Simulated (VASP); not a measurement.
A run of VASP 6.6.1:

Contents of INCAR:

```
  PREC = Accurate
  ENCUT = 520
  EDIFF = 1E-7
  ISMEAR = 0
  SIGMA = 0.1
  LREAL = F
  LASPH = T
  NELM = 80
  ALGO = Fast
  ISIF = 2
  LWAVE = F
  LCHARG = F
  GGA = PS
  NBANDS = 71
  ISYM = 0
```

The input KPOINTS:

```
regular mesh
0
Gamma
  3 3 3
```

POSCAR

```
Si2Ni5
1.0
   -3.1404463646      3.5650102803      3.4647180832
    3.1404256887     -3.5650247988      3.4647119259
    3.1404189345      3.5649973687     -3.4647326018
Si Ni
4 10
Direct
   -0.0047735972      0.5179983743      0.4755993264
    0.4577382481     -0.0194806737      0.4755950412
    0.5403693388      0.5179955833      1.0207467649
    1.0028941925      0.9805230409      1.0207489638
    0.4990699962      0.2492725636      0.2481683929
    0.9990530378      0.7492591980      0.2481704201
    0.7755212110      0.4641036081      0.7394710196
    0.2225912427      1.0344180734      0.7568719540
    0.2225931707      0.4640943428      0.1865398046
    0.7755195355      1.0344318915      0.3098027486
    0.7249774166      0.7720387209      0.5450195280
    0.2731328681      0.3201621885      0.5450002703
    0.2731437792      0.7265007563      0.9513329310
    0.7249901928      0.1783617290      0.9513348164
```

Potentials or basis: VASP PAW PBE potentials, release 64 (Si, Ni).

Command:

```sh
$ cat potpaw_PBE.64/Si/POTCAR potpaw_PBE.64/Ni/POTCAR > POTCAR
$ mpirun -np 1 vasp_std > vasp.out
```

Hardware: 1 thread of Intel(R) Xeon(R) 6975P-C (Granite Rapids), with other jobs on the host.

Estimate the wall time of this run.

It took 3.4 min on 1 thread of Intel(R) Xeon(R) 6975P-C (Granite Rapids) (shared host), peak memory 0.37 GiB. Counts: scf iterations 23, k points 14.
